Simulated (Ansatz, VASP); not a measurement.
**Two plane-wave programs on Al**

```
Al
1.0
     0.00000    2.92056    2.92056
     2.92056    0.00000    2.92056
     2.92056    2.92056    0.00000
Al
2
Direct
  0.87500 0.87500 0.87500
  0.12500 0.12500 0.12500
```

Change from the starting cell: volume scaled by 0.9, PAW files.

Alike in both runs: task single point; functional PBE; k mesh 12 × 12 × 12; occupations fermi-dirac, width 0.05 eV; no spin polarisation.

|  | VASP | Ansatz |
| --- | --- | --- |
| version | VASP 6.6.1 | Ansatz 0.2.0 |
| potentials or method | VASP PAW PBE potentials, release 64 (Al) | PAW with Ansatz's default frozen-core files, scalar-relativistic |
| plane-wave cutoff (eV) | 520 | 420 |
| valence electrons in the cell | 6 | 6 |

```tsv
	VASP	Ansatz	Ansatz less VASP
pressure (GPa)	4.9	4.9	+0.02
```

The functional is the same, so the differences come from potentials, cutoffs and numerics.
